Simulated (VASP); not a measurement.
Crystal: MnO.

```xyz
2
Lattice="0.0000 2.2040 2.2040 2.2040 0.0000 2.2040 2.2040 2.2040 0.0000" Properties=species:S:1:pos:R:3 pbc="T T T"
Mn    0.0000    0.0000    0.0000
O     2.2040    2.2040    2.2040
```

Base run:

```yaml
Program: VASP 6.6.1
Functional: PBE
Potentials_or_basis: VASP PAW PBE potentials, release 64 (Mn_pv, O)
Cutoff: 520 eV
k_mesh: 8 × 8 × 8
Occupations: fermi-dirac, width 0.1 eV
Spin: no spin polarisation
```

Its results: pressure -30.8 GPa.

Question: The run is repeated on the same cell with these changes: k mesh from 8 × 8 × 8 to 4 × 4 × 4. What comes out?

Answer: Pressure -31.3 GPa.

Caveats: some runs use coarse meshes; an odd number of electrons without spin polarisation forces a metal; a magnetic or distorted state may lie lower; the run has no spin polarisation, though such a crystal can be magnetic.
